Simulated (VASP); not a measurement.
A run of VASP 6.6.1 is set up as follows.

Contents of INCAR:

```
PREC = Accurate
ENCUT = 600
EDIFF = 1E-6
ISMEAR = 0
SIGMA = 0.05
LREAL = False
LASPH = True
NELM = 200
ALGO = Normal
ISIF = 2
LWAVE = False
LCHARG = False
ISPIN = 2
MAGMOM = 1 0
LORBIT = 11
LMAXMIX = 4
GGA = CA
NBANDS = 20
GGA_COMPAT = False
```

KPOINTS

```
regular mesh
0
Gamma
  7 7 7
```

The input POSCAR:

```
CuO
1.0
    2.5525506100      0.0000000000      0.0000000000
    0.0000000000      2.5525506100      0.0000000000
    0.0000000000      0.0000000000      2.5525506100
Cu O
1 1
Direct
    0.0000000000      0.0000000000      0.0000000000
    0.5000000000      0.5000000000      0.5000000000
```

Potentials or basis: VASP PAW LDA potentials, release 64 (Cu, O).

Command:

```sh
$ cat potpaw_LDA.64/Cu/POTCAR potpaw_LDA.64/O/POTCAR > POTCAR
$ mpirun -np 1 vasp_std > vasp.out
```

Q: What does it give for the net moment?

A: 0.00 μB per cell.

Q: Predict the pressure.

A: 1.1 GPa.
